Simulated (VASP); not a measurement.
# BaTiO3 (P4/mmm) in VASP: further runs, part 2 of 2

VASP 6.6.1. The steps go on from the part before.

### Step 3. Electric field gradients, PBE

INCAR reads:

```
SYSTEM = BaTiO3
PREC = Accurate ; ENCUT = 520
EDIFF = 1E-8 ; ISMEAR = -1
SIGMA = 0.03 ; LREAL = .False.
LASPH = .True. ; NELM = 60
ALGO = Normal ; ISIF = 2
LWAVE = .False. ; LCHARG = .False.
GGA = PE ; LEFG = .True.
NBANDS = 28
```

KPOINTS reads:

```
regular mesh
0
Gamma
  7 7 7
  0 0 0
```

POSCAR reads:

```
BaTiO3
1.0
    3.9998000000      0.0000000000      0.0000000000
    0.0000000000      3.9998000000      0.0000000000
    0.0000000000      0.0000000000      4.0180000000
Ba Ti O
1 1 3
Direct
    0.0000000000      0.0000000000      0.0000000000
    0.5000000000      0.5000000000      0.5000000000
    0.5000000000      0.5000000000      0.0000000000
    0.5000000000      0.0000000000      0.5000000000
    0.0000000000      0.5000000000      0.5000000000
```

Potentials or basis: VASP PAW PBE potentials, release 64 (Ba_sv, Ti_sv, O).

Command:

```bash
cat potpaw_PBE.64/Ba_sv/POTCAR potpaw_PBE.64/Ti_sv/POTCAR potpaw_PBE.64/O/POTCAR > POTCAR
mpirun -np 1 vasp_std > vasp.out
```

OUTCAR:

```text
SYSTEM = BaTiO3
   PREC = Accurate
   ENCUT = 520
   EDIFF = 1E-8
   ISMEAR = -1
   LREAL = .False.
   LASPH = .True.
   NELM = 60
   ISIF = 2
   GGA = PE

 ion  position               nearest neighbor table
   1  0.000  0.000  0.000-   3 2.83   3 2.83   3 2.83   3 2.83   5 2.83   4 2.83   5 2.83   5 2.83
                             5 2.83   4 2.83   4 2.83   4 2.83   2 3.47   2 3.47   2 3.47   2 3.47
   2  0.500  0.500  0.500-   4 2.00   5 2.00   4 2.00   5 2.00   3 2.01   3 2.01   1 3.47   1 3.47
                             1 3.47   1 3.47   1 3.47   1 3.47   1 3.47   1 3.47
   3  0.500  0.500  0.000-   2 2.01   2 2.01   1 2.83   1 2.83   1 2.83   1 2.83
   4  0.500  0.000  0.500-   2 2.00   2 2.00   1 2.83   1 2.83   1 2.83   1 2.83
   5  0.000  0.500  0.500-   2 2.00   2 2.00   1 2.83   1 2.83   1 2.83   1 2.83

  LATTYP: Found a simple tetragonal cell.
 ALAT       =     3.9998000000
 C/A-ratio  =     1.0045502275

  Lattice vectors:

 A1 = (   3.9998000000,   0.0000000000,   0.0000000000)
 A2 = (   0.0000000000,   3.9998000000,   0.0000000000)
 A3 = (   0.0000000000,   0.0000000000,   4.0180000000)

Analysis of symmetry for initial positions (statically):
=====================================================================
 Subroutine PRICEL returns:
 Original cell was already a primitive cell.

 Routine SETGRP: Setting up the symmetry group for a
 simple tetragonal supercell.

 Subroutine GETGRP returns: Found 16 space group operations
 (whereof 16 operations were pure point group operations)
 out of a pool of 16 trial point group operations.

The static configuration has the point symmetry D_4h.

Analysis of symmetry for dynamics (positions and initial velocities):
=====================================================================
 Subroutine PRICEL returns:
 Original cell was already a primitive cell.

 Routine SETGRP: Setting up the symmetry group for a
 simple tetragonal supercell.

 Subroutine GETGRP returns: Found 16 space group operations
 (whereof 16 operations were pure point group operations)
 out of a pool of 16 trial point group operations.

The dynamic configuration has the point symmetry D_4h.

 Subroutine INISYM returns: Found 16 space group operations
 (whereof 16 operations are pure point group operations),
 and found     1 'primitive' translations

----------------------------------------------------------------------------------------

                                     Primitive cell

  volume of cell :      64.2816

  direct lattice vectors                    reciprocal lattice vectors
     3.999800000  0.000000000  0.000000000     0.250012501  0.000000000  0.000000000
     0.000000000  3.999800000  0.000000000     0.000000000  0.250012501  0.000000000
     0.000000000  0.000000000  4.018000000     0.000000000  0.000000000  0.248880040

  length of vectors
     3.999800000  3.999800000  4.018000000     0.250012501  0.250012501  0.248880040

  position of ions in fractional coordinates (direct lattice)
     0.000000000  0.000000000  0.000000000
     0.500000000  0.500000000  0.500000000
     0.500000000  0.500000000  0.000000000
[... 98 lines left out ...]
   EFERMI_NEDOS =   21; number of points for ismear=-14 and -15
   IALGO  =     38    algorithm
   IMIX   =      4    mixing-type and parameters
     AMIX     =   0.40;   BMIX     =  1.00
     AMIX_MAG =   1.60;   BMIX_MAG =  1.00
  volume/ion in A,a.u.               =      12.86        86.76
  Fermi-wavevector in a.u.,A,eV,Ry     =   1.397653  2.641181 26.578078  1.953434
  Thomas-Fermi vector in A             =   2.520888
   LORBIT       =      0    0 simple, 1 ext, 2 COOP (PROOUT), +10 PAW based schemes
   GGA     = PE    functional components
   LHFCALC =     F    Hartree Fock is set to
   AEXX    =    0.0000 exact exchange contribution
   IVDW    =     0    specifies the selected vdW correction
   LEPSILON=     F    determine dielectric tensor
   LRPA    =     F    only Hartree local field effects (RPA)
 non-spin polarized calculation
  energy-cutoff  :      520.00
  volume of cell :       64.28
 maximum number of plane-waves:      1755
 NGX is ok and might be reduce to    30
   NGX = 15   NGY = 15   NGZ = 15

 number of electron      39.9999976 magnetization

 Free energy of the ion-electron system (eV)
  ---------------------------------------------------
  ext. energy  EPLUGINS =         0.00000000
  ---------------------------------------------------
  free energy    TOTEN  =       -39.97001201 eV

  energy without entropy =      -39.97001201  energy(sigma->0) =      -39.97001201

 E-fermi :   4.4762     XC(G=0): -11.2469

 val. band max:        3.7548633830   @ k =   0.4286   0.4286   0.4286
 cond. band min:       5.5516394965   @ k =   0.0000   0.0000   0.0000
 fundamental gap:      1.7967761135
 Fermi energy:         4.4762323616

 k-point     1 :       0.0000    0.0000    0.0000
  band No.  band energies     occupation
      1     -52.8340      2.00000
      2     -29.0441      2.00000
      3     -29.0441      2.00000
      4     -29.0426      2.00000
      5     -21.0048      2.00000
      6     -13.0734      2.00000
[... 733 lines left out ...]
     27      12.2555      0.00000
     28      12.6965      0.00000

 [... further k-points ...]
[... 5 lines left out ...]
  --------------------------------------------------------------------------------------
  -------------------------------------------------------------------------------------
  Total        1.5004024      1.5004024      1.1484504      0.0000000      0.0000000      0.0000000
  in kB       37.3965763     37.3965763     28.6243966      0.0000000      0.0000000      0.0000000
  external PRESSURE =      34.4725164 kB  Pullay stress =       0.0000000 kB

 VOLUME and BASIS-vectors are now :
 -----------------------------------------------------------------------------
  energy-cutoff  :      520.00
  volume of cell :       64.28
      direct lattice vectors                 reciprocal lattice vectors
     3.999800000  0.000000000  0.000000000     0.250012501  0.000000000  0.000000000
     0.000000000  3.999800000  0.000000000     0.000000000  0.250012501  0.000000000
     0.000000000  0.000000000  4.018000000     0.000000000  0.000000000  0.248880040

 POSITION                                       TOTAL-FORCE (eV/Angst)
 -----------------------------------------------------------------------------------
      0.00000      0.00000      0.00000         0.000000      0.000000      0.000000
      1.99990      1.99990      2.00900         0.000000      0.000000      0.000000
      1.99990      1.99990      0.00000         0.000000      0.000000      0.000000
      1.99990      0.00000      2.00900         0.000000      0.000000      0.000000
      0.00000      1.99990      2.00900         0.000000      0.000000      0.000000
 -----------------------------------------------------------------------------------
    total drift:                                0.000000      0.000000     -0.000000

  FREE ENERGIE OF THE ION-ELECTRON SYSTEM (eV)
  ---------------------------------------------------
  free  energy   TOTEN  =       -39.9700120102 eV

  energy  without entropy=      -39.9700120102  energy(sigma->0) =      -39.97001201

 Electric field gradients (V/A^2)
---------------------------------------------------------------------
 ion       V_xx      V_yy      V_zz      V_xy      V_xz      V_yz
---------------------------------------------------------------------
   1      -0.383    -0.383     0.766    -0.000     0.000    -0.000
   2      -1.965    -1.965     3.931     0.000    -0.000     0.000
   3     -13.239   -13.239    26.479     0.000    -0.000     0.000
   4     -12.941    24.363   -11.422     0.000     0.000     0.000
   5      24.363   -12.941   -11.422    -0.000    -0.000     0.000
---------------------------------------------------------------------

 Electric field gradients after diagonalization (V/A^2)
 (convention: |V_zz| > |V_xx| > |V_yy|)
----------------------------------------------------------------------
 ion       V_xx      V_yy      V_zz     asymmetry (V_yy - V_xx)/ V_zz
----------------------------------------------------------------------
   1      -0.383    -0.383     0.766       0.000
   2      -1.965    -1.965     3.931       0.000
   3     -13.239   -13.239    26.479       0.000
   4     -12.941   -11.422    24.363       0.062
   5     -12.941   -11.422    24.363       0.062
----------------------------------------------------------------------

           NMR quadrupolar parameters

 Cq : quadrupolar parameter    Cq=e*Q*V_zz/h
 eta: asymmetry parameters     (V_yy - V_xx)/ V_zz
 Q  : nuclear electric quadrupole moment in mb (millibarn)
----------------------------------------------------------------------
 ion       Cq(MHz)       eta       Q (mb)
----------------------------------------------------------------------
   1       0.002       0.000       1.000
   2       0.010       0.000       1.000
   3       0.064       0.000       1.000
   4       0.059       0.062       1.000
   5       0.059       0.062       1.000
----------------------------------------------------------------------
```

OSZICAR:

```text
N       E                     dE             d eps       ncg     rms          rms(c)
DAV:   1     0.436575771086E+03    0.43658E+03   -0.20964E+04  2240   0.155E+03
DAV:   2    -0.610860103433E+01   -0.44268E+03   -0.42237E+03  2604   0.430E+02
DAV:   3    -0.488972800845E+02   -0.42789E+02   -0.42354E+02  3124   0.132E+02
DAV:   4    -0.509254982907E+02   -0.20282E+01   -0.20242E+01  3324   0.241E+01
DAV:   5    -0.509925597006E+02   -0.67061E-01   -0.67051E-01  2992   0.343E+00    0.228E+01
DAV:   6    -0.402038603776E+02    0.10789E+02   -0.57824E+01  3188   0.659E+01    0.979E+00
DAV:   7    -0.401186061009E+02    0.85254E-01   -0.96337E+00  2944   0.225E+01    0.651E+00
DAV:   8    -0.399571398192E+02    0.16147E+00   -0.72296E-01  2788   0.727E+00    0.328E+00
DAV:   9    -0.400027574614E+02   -0.45618E-01   -0.31954E-01  3192   0.466E+00    0.164E+00
DAV:  10    -0.399745927007E+02    0.28165E-01   -0.19074E-01  2472   0.454E+00    0.538E-01
DAV:  11    -0.399699888946E+02    0.46038E-02   -0.19085E-02  3152   0.102E+00    0.121E-01
DAV:  12    -0.399701389827E+02   -0.15009E-03   -0.14404E-03  2828   0.322E-01    0.109E-01
DAV:  13    -0.399700185350E+02    0.12045E-03   -0.38536E-04  2536   0.212E-01    0.332E-02
DAV:  14    -0.399700115941E+02    0.69409E-05   -0.33098E-05  3208   0.452E-02    0.834E-03
DAV:  15    -0.399700122001E+02   -0.60602E-06   -0.37431E-06  2584   0.151E-02    0.340E-03
DAV:  16    -0.399700119404E+02    0.25973E-06   -0.61787E-07  2924   0.700E-03    0.112E-03
DAV:  17    -0.399700120192E+02   -0.78764E-07   -0.18532E-07  3220   0.341E-03    0.147E-03
DAV:  18    -0.399700120102E+02    0.89904E-08   -0.36663E-08  1924   0.194E-03
   1 F= -.39970012E+02 E0= -.39970012E+02  d E =-.265802E-11
```

Wall time 76 s (1 thread of AMD EPYC 7R13 (Zen 3), shared host); peak memory 0.19 GiB.

What came out:

| Item | Value |
| --- | --- |
| Free energy | -39.9700 eV |
| Pressure | 3.4 GPa |
| Band gap on the k mesh | 1.80 eV, indirect (least direct gap 1.88 eV) |

Electric field gradients, principal values (V/Å²):
```csv
atom,least,middle,greatest (by size)
1 Ba,-0.383,-0.383,0.766
2 Ti,-1.965,-1.965,3.931
3 O,-13.239,-13.239,26.479
4 O,-11.422,-12.941,24.363
5 O,-11.422,-12.941,24.363
```

Caveat: without QUAD_EFG the Cq values of the log hold for a quadrupole moment of 1 mb, not for the nuclei; spin-orbit coupling is left out, which moves the levels of the heavy elements.

### Step 4. Electric field gradients, PBE (equal xx and yy strain of -3 %)

INCAR reads:

```
SYSTEM = BaTiO3
PREC = Accurate
ENCUT = 520
EDIFF = 1E-8
ISMEAR = -1
SIGMA = 0.03
LREAL = .False.
LASPH = .True.
NELM = 80
ALGO = Normal
ISIF = 2
LWAVE = .False.
LCHARG = .False.
GGA = PE
LEFG = .True.
NBANDS = 28
```

KPOINTS reads:

```
Automatic mesh
0
Gamma
  7 7 7
  0 0 0
```

POSCAR, as its differences from that of step 3:

```diff
@@ -2,4 +2,4 @@
 1.0
-    3.9998000000      0.0000000000      0.0000000000
-    0.0000000000      3.9998000000      0.0000000000
+    3.8798060000      0.0000000000      0.0000000000
+    0.0000000000      3.8798060000      0.0000000000
     0.0000000000      0.0000000000      4.0180000000
```

Potentials or basis: VASP PAW PBE potentials, release 64 (Ba_sv, Ti_sv, O).

Command:

```bash
cat potpaw_PBE.64/Ba_sv/POTCAR potpaw_PBE.64/Ti_sv/POTCAR potpaw_PBE.64/O/POTCAR > POTCAR
mpirun -np 1 vasp_std > vasp.out
```

OUTCAR:

```text
SYSTEM = BaTiO3
   PREC = Accurate
   ENCUT = 520
   EDIFF = 1E-8
   ISMEAR = -1
   LREAL = .False.
   LASPH = .True.
   NELM = 80
   ISIF = 2
   GGA = PE

 ion  position               nearest neighbor table
   1  0.000  0.000  0.000-   3 2.74   3 2.74   3 2.74   3 2.74   5 2.79   4 2.79   5 2.79   5 2.79
                             5 2.79   4 2.79   4 2.79   4 2.79   2 3.40   2 3.40   2 3.40   2 3.40
   2  0.500  0.500  0.500-   4 1.94   5 1.94   4 1.94   5 1.94   3 2.01   3 2.01   1 3.40   1 3.40
                             1 3.40   1 3.40   1 3.40   1 3.40   1 3.40   1 3.40
   3  0.500  0.500  0.000-   2 2.01   2 2.01   1 2.74   1 2.74   1 2.74   1 2.74
   4  0.500  0.000  0.500-   2 1.94   2 1.94   1 2.79   1 2.79   1 2.79   1 2.79
   5  0.000  0.500  0.500-   2 1.94   2 1.94   1 2.79   1 2.79   1 2.79   1 2.79

  LATTYP: Found a simple tetragonal cell.
[... 984 lines left out ...]
   4     -12.913    13.781    -0.868    -0.000     0.000     0.000
   5      13.781   -12.913    -0.868     0.000    -0.000     0.000
---------------------------------------------------------------------

 Electric field gradients after diagonalization (V/A^2)
 (convention: |V_zz| > |V_xx| > |V_yy|)
----------------------------------------------------------------------
 ion       V_xx      V_yy      V_zz     asymmetry (V_yy - V_xx)/ V_zz
----------------------------------------------------------------------
   1      -4.487    -4.487     8.973       0.000
   2     -16.375   -16.375    32.750       0.000
   3     -15.456   -15.456    30.912       0.000
   4     -12.913    -0.868    13.781       0.874
   5     -12.913    -0.868    13.781       0.874
----------------------------------------------------------------------

           NMR quadrupolar parameters

 Cq : quadrupolar parameter    Cq=e*Q*V_zz/h
 eta: asymmetry parameters     (V_yy - V_xx)/ V_zz
 Q  : nuclear electric quadrupole moment in mb (millibarn)
----------------------------------------------------------------------
 ion       Cq(MHz)       eta       Q (mb)
----------------------------------------------------------------------
   1       0.022       0.000       1.000
   2       0.079       0.000       1.000
   3       0.075       0.000       1.000
   4       0.033       0.874       1.000
   5       0.033       0.874       1.000
----------------------------------------------------------------------
```

OSZICAR:

```text
N       E                     dE             d eps       ncg     rms          rms(c)
DAV:   1     0.440146332728E+03    0.44015E+03   -0.21056E+04  2240   0.156E+03
DAV:   2    -0.412911015284E+01   -0.44428E+03   -0.42284E+03  2536   0.435E+02
DAV:   3    -0.483941561616E+02   -0.44265E+02   -0.43882E+02  3092   0.135E+02
[... 11 lines left out ...]
DAV:  15    -0.397075919604E+02    0.71970E-07   -0.50524E-06  2796   0.197E-02    0.657E-03
DAV:  16    -0.397075914385E+02    0.52193E-06   -0.17064E-06  2740   0.125E-02    0.941E-04
DAV:  17    -0.397075915564E+02   -0.11789E-06   -0.34400E-07  2988   0.520E-03    0.180E-03
DAV:  18    -0.397075915270E+02    0.29436E-07   -0.18315E-07  2620   0.464E-03    0.230E-04
DAV:  19    -0.397075915322E+02   -0.52059E-08   -0.69312E-09  1868   0.779E-04
   1 F= -.39707592E+02 E0= -.39707592E+02  d E =-.545463E-13
```

stdout:

```text
POSCAR found type information on POSCAR BaTiO
 POSCAR found :  3 types and       5 ions
 scaLAPACK will be used
 LDA part: xc-table for (Slater+PW92), standard interpolation
 POSCAR, INCAR and KPOINTS ok, starting setup
 FFT: planning ... GRIDC
 FFT: planning ... GRID_SOFT
 FFT: planning ... GRID
 WAVECAR not read
 entering main loop
ion   1

ion   2

ion   3

ion   4

ion   5
```

It took 65 s on 1 thread of Intel Xeon Platinum 8488C (Sapphire Rapids), shared host; peak memory 0.21 GiB.

Results:

* Free energy: -39.7076 eV
* Pressure: 16.1 GPa
* Band gap on the k mesh: 1.89 eV, indirect (least direct gap 1.90 eV)

Electric field gradients, principal values (V/Å²):
```
atom    least   middle  greatest (by size)
1 Ba   -4.487   -4.487               8.973
2 Ti  -16.375  -16.375              32.750
 3 O  -15.456  -15.456              30.912
 4 O   -0.868  -12.913              13.781
 5 O   -0.868  -12.913              13.781
```

Caveat: the cell differs from its parent crystal (equal xx and yy strain of -3 %); without QUAD_EFG the Cq values of the log hold for a quadrupole moment of 1 mb, not for the nuclei; spin-orbit coupling is left out, which moves the levels of the heavy elements. A k mesh can miss the band edges.
